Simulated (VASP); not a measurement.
# Cu2BrCl (R-3m) in VASP: notebook, part 2 of 2

VASP 6.6.1. Earlier steps stand in the parts before.

## Step 3: Single point, PBE

This run uses another cell than the first one, of 18.75 Å³/atom.

File INCAR:

```
PREC = Accurate
ENCUT = 520
EDIFF = 1E-6
ISMEAR = -1
SIGMA = 0.05
LREAL = False
LASPH = True
NELM = 100
ALGO = Fast
ISIF = 2
LWAVE = False
LCHARG = False
GGA = PE
NBANDS = 26
```

File KPOINTS:

```
regular mesh
0
Gamma
  8 8 8
```

File POSCAR:

```
Cu2BrCl
1.0
    1.8799273574      1.0853765658      6.1270902653
   -1.8799273574      1.0853765658      6.1270902653
    0.0000000000     -2.1707531316      6.1270902653
Br Cu Cl
1 2 1
Direct
    0.0000000000      0.0000000000      0.0000000000
    0.7516030000      0.7516030000      0.7516030000
    0.2483970000      0.2483970000      0.2483970000
    0.5000000000      0.5000000000      0.5000000000
```

Potentials or basis: VASP PAW PBE potentials, release 64 (Br, Cu, Cl).

The run is started by

```console
> cat potpaw_PBE.64/Br/POTCAR potpaw_PBE.64/Cu/POTCAR potpaw_PBE.64/Cl/POTCAR > POTCAR
> mpirun -np 1 vasp_std > vasp.out
```

OUTCAR:

```text
PREC = Accurate
   ENCUT = 520
   EDIFF = 1E-6
   ISMEAR = -1
   LREAL = False
   LASPH = True
   NELM = 100
   ISIF = 2
   GGA = PE

 ion  position               nearest neighbor table
   1  0.000  0.000  0.000-   2 2.67   3 2.67   2 2.67   2 2.67   3 2.67   3 2.67
   2  0.752  0.752  0.752-   4 2.64   4 2.64   4 2.64   1 2.67   1 2.67   1 2.67
   3  0.248  0.248  0.248-   4 2.64   4 2.64   4 2.64   1 2.67   1 2.67   1 2.67
   4  0.500  0.500  0.500-   3 2.64   2 2.64   3 2.64   3 2.64   2 2.64   2 2.64

  LATTYP: Found a trigonal (rhomboedric) cell.
 ALAT       =     6.5002618623
 COS(alpha) =     0.8327175323

  Lattice vectors:

 A1 = (   1.8799273574,   1.0853765658,   6.1270902653)
 A2 = (  -1.8799273574,   1.0853765658,   6.1270902653)
 A3 = (   0.0000000000,  -2.1707531316,   6.1270902653)

Analysis of symmetry for initial positions (statically):
=====================================================================
 Subroutine PRICEL returns:
 Original cell was already a primitive cell.

 Routine SETGRP: Setting up the symmetry group for a
 trigonal (rhombohedral) supercell.

 Subroutine GETGRP returns: Found 12 space group operations
 (whereof 12 operations were pure point group operations)
 out of a pool of 12 trial point group operations.

The static configuration has the point symmetry D_3d.

Analysis of symmetry for dynamics (positions and initial velocities):
=====================================================================
 Subroutine PRICEL returns:
 Original cell was already a primitive cell.

 Routine SETGRP: Setting up the symmetry group for a
 trigonal (rhombohedral) supercell.

 Subroutine GETGRP returns: Found 12 space group operations
 (whereof 12 operations were pure point group operations)
 out of a pool of 12 trial point group operations.

The dynamic configuration has the point symmetry D_3d.

 Subroutine INISYM returns: Found 12 space group operations
 (whereof 12 operations are pure point group operations),
 and found     1 'primitive' translations

----------------------------------------------------------------------------------------

                                     Primitive cell

  volume of cell :      75.0114

  direct lattice vectors                    reciprocal lattice vectors
     1.879927357  1.085376566  6.127090265     0.265967724  0.153556537  0.054403203
    -1.879927357  1.085376566  6.127090265    -0.265967724  0.153556537  0.054403203
     0.000000000 -2.170753132  6.127090265     0.000000000 -0.307113074  0.054403203

  length of vectors
     6.500261862  6.500261862  6.500261862     0.311894451  0.311894451  0.311894451

  position of ions in fractional coordinates (direct lattice)
     0.000000000  0.000000000  0.000000000
     0.751603000  0.751603000  0.751603000
     0.248397000  0.248397000  0.248397000
     0.500000000  0.500000000  0.500000000

  ion indices of the primitive-cell ions
   primitive index   ion index
                 1           1
                 2           2
                 3           3
                 4           4

----------------------------------------------------------------------------------------

 KPOINTS: regular mesh

Automatic generation of k-mesh.
 Grid dimensions read from file:
 generate k-points for:    8    8    8

 Generating k-lattice:

  Cartesian coordinates                     Fractional coordinates (reciprocal lattice)
     0.033245965  0.019194567  0.006800400     0.125000000 -0.000000000  0.000000000
    -0.033245965  0.019194567  0.006800400    -0.000000000  0.125000000  0.000000000
     0.000000000 -0.038389134  0.006800400     0.000000000  0.000000000  0.125000000

  Length of vectors
     0.038986806  0.038986806  0.038986806

  Shift w.r.t. Gamma in fractional coordinates (k-lattice)
     0.000000000  0.000000000  0.000000000

 Subroutine IBZKPT returns following result:
 ===========================================

 Found     65 irreducible k-points:

 Following reciprocal coordinates:
            Coordinates               Weight
  0.000000  0.000000  0.000000      1.000000
  0.125000 -0.000000  0.000000      6.000000
  0.250000 -0.000000  0.000000      6.000000
  0.375000  0.000000  0.000000      6.000000
  0.500000 -0.000000  0.000000      3.000000
  0.125000  0.125000  0.000000      6.000000
[... 16 lines left out ...]
  0.250000  0.125000  0.125000      6.000000
  0.375000  0.125000  0.125000      6.000000
 [... further k-points ...]
   k-points           NKPTS =     65   k-points in BZ     NKDIM =     65   number of bands    NBANDS=     26
   number of dos      NEDOS =    301   number of ions     NIONS =      4
   total plane-waves  NPLWV = 110592
   dimension x,y,z NGX =    48 NGY =   48 NGZ =   48
   dimension x,y,z NGXF=    96 NGYF=   96 NGZF=   96
   ions per type =               1   2   1
   NGX,Y,Z   is equivalent  to a cutoff of  12.28, 12.28, 12.28 a.u.
   NGXF,Y,Z  is equivalent  to a cutoff of  24.55, 24.55, 24.55 a.u.
 SYSTEM =  unknown system
   PREC   = accura    normal or accurate (medium, high low for compatibility)
   ISTART =      0    job   : 0-new  1-cont  2-samecut
   ICHARG =      2    charge: 1-file 2-atom 10-const
   ISPIN  =      1    spin polarized calculation?
   LNONCOLLINEAR =      F non collinear calculations
   LSORBIT =      F    spin-orbit coupling
   LASPH  =      T    aspherical Exc in radial PAW
   ENCUT  =  520.0 eV  38.22 Ry    6.18 a.u.  12.09 12.09 12.09*2*pi/ulx,y,z
   NELM   =    100;   NELMIN=  2; NELMDL= -5     # of ELM steps
   EDIFF  = 0.1E-05   stopping-criterion for ELM
   LREAL  =      F    real-space projection
   EDIFFG = 0.1E-04   stopping-criterion for IOM
   NSW    =      0    number of steps for IOM
   IBRION =     -1    ionic relax: 0-MD 1-quasi-New 2-CG
   NFREE  =      0    steps in history (QN), initial steepest desc. (CG)
   ISIF   =      2    stress and relaxation
   ISYM   =      2    0-nonsym 1-usesym 2-fastsym
   POTIM  = 0.5000    time-step for ionic-motion
   TEBEG  =    0.0;   TEEND  =   0.0 temperature during run
   PSTRESS=    0.0 pullay stress
   NELECT =      36.0000    total number of electrons
   NUPDOWN=      -1.0000    fix difference up-down
   EMIN   =  10.00;   EMAX   =-10.00  energy-range for DOS
   EFERMI =   0.00;   METHOD = LEGACY
   ISMEAR =    -1;   SIGMA  =   0.05  broadening in eV -4-tet -1-fermi 0-gaus
   EFERMI_NEDOS =   21; number of points for ismear=-14 and -15
   IALGO  =     68    algorithm
   IMIX   =      4    mixing-type and parameters
     AMIX     =   0.40;   BMIX     =  1.00
     AMIX_MAG =   1.60;   BMIX_MAG =  1.00
  volume/ion in A,a.u.               =      18.75       126.55
  Fermi-wavevector in a.u.,A,eV,Ry     =   1.281740  2.422138 22.352437  1.642858
  Thomas-Fermi vector in A             =   2.414092
   LORBIT       =      0    0 simple, 1 ext, 2 COOP (PROOUT), +10 PAW based schemes
   GGA     = PE    functional components
   LHFCALC =     F    Hartree Fock is set to
   AEXX    =    0.0000 exact exchange contribution
   IVDW    =     0    specifies the selected vdW correction
   LEPSILON=     F    determine dielectric tensor
   LRPA    =     F    only Hartree local field effects (RPA)
 non-spin polarized calculation
 RMM-DIIS sequential band-by-band and
  energy-cutoff  :      520.00
  volume of cell :       75.01
 maximum number of plane-waves:      2053
   NGX = 25   NGY = 25   NGZ = 25

 number of electron      36.0000018 magnetization

 Free energy of the ion-electron system (eV)
  ---------------------------------------------------
  ext. energy  EPLUGINS =         0.00000000
  ---------------------------------------------------
  free energy    TOTEN  =       -11.48178546 eV

  energy without entropy =      -11.48065455  energy(sigma->0) =      -11.48122001

 E-fermi :   4.8639     XC(G=0): -10.1836

 val. band max:        4.7899205714   @ k =   0.0000   0.0000   0.0000
 cond. band min:       5.0575078644   @ k =   0.1250   0.1250   0.1250
 fundamental gap:      0.2675872930
 Fermi energy:         4.8638769989

 k-point     1 :       0.0000    0.0000    0.0000
  band No.  band energies     occupation
      1     -12.0122      2.00000
      2     -11.3177      2.00000
      3      -2.1346      2.00000
      4       0.3927      2.00000
      5       0.3927      2.00000
      6       1.5795      2.00000
[... 685 lines left out ...]
     25      11.9261      0.00000
     26      13.5650      0.00000

 [... further k-points ...]

------------------------ aborting loop because EDIFF is reached ----------------------------------------

  FORCE on cell =-STRESS in cart. coord.  units (eV):
  Direction    XX          YY          ZZ          XY          YZ          ZX
  --------------------------------------------------------------------------------------
  -------------------------------------------------------------------------------------
  Total       -0.4472323     -0.4472323     -0.4895693      0.0000000      0.0000000      0.0000000
  in kB       -9.5524916     -9.5524916    -10.4567744      0.0000000      0.0000000      0.0000000
  external PRESSURE =      -9.8539192 kB  Pullay stress =       0.0000000 kB

 VOLUME and BASIS-vectors are now :
 -----------------------------------------------------------------------------
  energy-cutoff  :      520.00
  volume of cell :       75.01
      direct lattice vectors                 reciprocal lattice vectors
     1.879927357  1.085376566  6.127090265     0.265967724  0.153556537  0.054403203
    -1.879927357  1.085376566  6.127090265    -0.265967724  0.153556537  0.054403203
     0.000000000 -2.170753132  6.127090265     0.000000000 -0.307113074  0.054403203

 POSITION                                       TOTAL-FORCE (eV/Angst)
 -----------------------------------------------------------------------------------
      0.00000      0.00000      0.00000         0.000000     -0.000000      0.000000
      0.00000      0.00000     13.81542         0.000000      0.000000      0.078204
      0.00000      0.00000      4.56585         0.000000     -0.000000     -0.078204
      0.00000      0.00000      9.19064        -0.000000      0.000000      0.000000
 -----------------------------------------------------------------------------------
    total drift:                                0.000000     -0.000000      0.000000

  FREE ENERGIE OF THE ION-ELECTRON SYSTEM (eV)
  ---------------------------------------------------
  free  energy   TOTEN  =       -11.4817854620 eV

  energy  without entropy=      -11.4806545498  energy(sigma->0) =      -11.48122001
```

OSZICAR:

```text
N       E                     dE             d eps       ncg     rms          rms(c)
DAV:   1     0.292957103045E+03    0.29296E+03   -0.16158E+04  3380   0.174E+03
DAV:   2     0.238473883637E+02   -0.26911E+03   -0.25538E+03  3394   0.350E+02
DAV:   3    -0.100843421954E+02   -0.33932E+02   -0.32774E+02  4534   0.135E+02
DAV:   4    -0.117712084967E+02   -0.16869E+01   -0.16756E+01  4346   0.292E+01
DAV:   5    -0.118253996655E+02   -0.54191E-01   -0.54144E-01  4674   0.488E+00    0.967E+00
RMM:   6    -0.115612815959E+02    0.26412E+00   -0.23876E+00  4053   0.182E+01    0.462E+00
RMM:   7    -0.114861623325E+02    0.75119E-01   -0.95593E-01  3882   0.140E+01    0.327E+00
RMM:   8    -0.114811892849E+02    0.49730E-02   -0.17686E-01  4480   0.261E+00    0.412E-01
RMM:   9    -0.114812817946E+02   -0.92510E-04   -0.33952E-02  4597   0.145E+00    0.143E-01
RMM:  10    -0.114816830262E+02   -0.40123E-03   -0.46818E-03  4954   0.430E-01    0.878E-02
RMM:  11    -0.114817605198E+02   -0.77494E-04   -0.90681E-04  4624   0.337E-01    0.366E-02
RMM:  12    -0.114817791535E+02   -0.18634E-04   -0.34663E-04  4502   0.167E-01    0.217E-02
RMM:  13    -0.114817814051E+02   -0.22515E-05   -0.87301E-05  4385   0.887E-02    0.987E-03
RMM:  14    -0.114817851229E+02   -0.37178E-05   -0.42816E-05  4524   0.402E-02    0.788E-03
RMM:  15    -0.114817854620E+02   -0.33908E-06   -0.37414E-06  3284   0.143E-02
   1 F= -.11481785E+02 E0= -.11481220E+02  d E =-.113091E-02
```

stdout:

```text
POSCAR found type information on POSCAR BrCuCl
 POSCAR found :  3 types and       4 ions
 scaLAPACK will be used
 LDA part: xc-table for (Slater+PW92), standard interpolation
 POSCAR, INCAR and KPOINTS ok, starting setup
 FFT: planning ... GRIDC
 FFT: planning ... GRID_SOFT
 FFT: planning ... GRID
 WAVECAR not read
 entering main loop
```

Wall time 8.9 min (1 thread of Oxide Virtual Turin-like, shared host); peak memory 0.36 GiB.

What came out:

| Quantity | Value |
| --- | --- |
| Free energy | -11.4818 eV |
| Pressure | -1.0 GPa |
| Largest force | 0.078 eV/Å |
| Band gap on the k mesh | 0.10 eV |

Forces in eV/Å, atoms in the order of the input:
```
Br   0.000  0.000  0.000
Cu   0.000  0.000  0.078
Cu   0.000  0.000 -0.078
Cl   0.000  0.000  0.000
```

Caveat: the smearing spreads over this small gap; semilocal functionals underestimate gaps, and a narrow one can read as zero. A k mesh can miss the band edges.

The gap in the log of VASP goes by the Fermi energy; the results here count the filled bands.